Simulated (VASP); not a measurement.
Crystal: In.

```xyz
2
Lattice="3.3355 0.0000 0.0000 -1.6677 2.8886 0.0000 0.0000 0.0000 5.5091" Properties=species:S:1:pos:R:3 pbc="T T T"
In    1.6677    0.9629    4.1319
In    0.0000    1.9257    1.3773
```

Base run:

* Program: VASP 6.6.1
* Functional: r2SCAN
* Potentials or basis: VASP PAW PBE potentials, release 64 (In_d)
* Cutoff: 520 eV
* k mesh: 9 × 9 × 5
* Occupations: fermi-dirac, width 0.05 eV
* Spin: no spin polarisation

Its results: band gap on the k mesh zero (band 13 reaches 9.61 eV, above the bottom of band 14 at 5.35 eV); pressure -0.2 GPa.

Q: The run is repeated on the same cell with these changes: functional from r2SCAN to B3LYP; k mesh from 9 × 9 × 5 to 5 × 5 × 3. What comes out?

A: Band gap on the k mesh zero (band 13 reaches 9.12 eV, above the bottom of band 14 at 6.25 eV); pressure 3.5 GPa.

Several settings changed at once, so the effect can't be laid on one alone.

Caveats: some runs use coarse meshes; the PAW data sets were made with another functional, which shifts forces and pressure a little; spin-orbit coupling is left out, which moves the levels of the heavy elements.
